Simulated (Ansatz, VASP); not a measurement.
Two plane-wave programs on Se

```
Se
1.0
     0.00000    3.27938    3.27938
     3.27938    0.00000    3.27938
     3.27938    3.27938    0.00000
Se
2
Direct
  0.12500 0.12500 0.12500
  0.87500 0.87500 0.87500
```

Alike in both runs: task single point; functional revPBE; k mesh 10 × 10 × 10; occupations fermi-dirac, width 0.1 eV; no spin polarisation.

|  | VASP | Ansatz |
| --- | --- | --- |
| version | VASP 6.6.1 | Ansatz 0.2.0 |
| potentials or method | VASP PAW PBE potentials, release 64 (Se), cutoff 520 eV | plane waves (420 eV) with PAW, scalar-relativistic |
| valence electrons in the cell | 12 | 32 |

|  | VASP | Ansatz | Ansatz less VASP |
| --- | --- | --- | --- |
| pressure (GPa) | -2.3 | -2.3 | +0.01 |

VASP's potentials were made for PBE, not for revPBE. VASP's potentials hold 12 valence electrons a cell and Ansatz's 32, so a difference there can come from the potentials and not from the codes.
